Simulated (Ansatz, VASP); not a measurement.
## One calculation of CaF2, two programs

```
CELL_PARAMETERS angstrom
0.00000 2.77871 2.77871
2.77871 0.00000 2.77871
2.77871 2.77871 0.00000
ATOMIC_POSITIONS crystal
Ca 0.00000 0.00000 0.00000
F 0.25000 0.25000 0.25000
F 0.75000 0.75000 0.75000
```

Alike in both runs: task single point; functional PBEsol; k mesh 6 × 6 × 6; occupations fermi-dirac, width 0.02 eV; no spin polarisation.

```csv
,VASP,Ansatz
version,VASP 6.6.1,Ansatz 0.2.0
potentials or method,"VASP PAW PBE potentials, release 64 (Ca_sv, F), cutoff 600 eV","plane waves, PAW"
valence electrons in the cell,24,24
```

```csv
,VASP,Ansatz,Ansatz less VASP
pressure (GPa),-5.3,-5.5,-0.11
```

VASP's potentials were made for PBE, not for PBEsol.
